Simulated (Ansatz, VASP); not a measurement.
Zn2Si2N in VASP and in Ansatz

```
Zn Si N
1.0
     4.09529    0.00000    0.00000
    -2.04764    3.54662    0.00000
     0.00000    0.00000    5.49779
Zn Si N
2 2 1
Cartesian
  2.0476 1.1822 1.6731
  2.0476 1.1822 3.8247
  0.0000 2.3644 2.7489
  2.0476 1.1822 0.0000
  0.0000 2.3644 0.0000
```

Alike in both runs: task relaxation of cell and atoms; functional PBE; k mesh 6 × 6 × 4; occupations gaussian, width 0.1 eV; no spin polarisation.

|  | VASP | Ansatz |
| --- | --- | --- |
| version | VASP 6.6.1 | Ansatz 0.2.0 |
| potentials or method | VASP PAW PBE potentials, release 64 (Zn, Si, N_h), cutoff 910 eV | scalar-relativistic, plane waves, PAW |
| valence electrons in the cell | 37 | 37 |

```csv
,VASP,Ansatz,Ansatz less VASP
"gap on the k mesh at the Fermi level, each at its own relaxed structure (eV)",none,none,-
relaxed volume (Å³/atom),14.53,15.42,+0.885
relaxed cell length with the largest relative difference (Å),8.342,10.276,+1.9344
```

A gap of «none» marks a metal or a gap that the smearing closes. One of these differences is far larger than is usual between the two programs; its cause wasn't traced.

Noted on VASP's run: the cutoff is short for stress, so the pressure is rough.
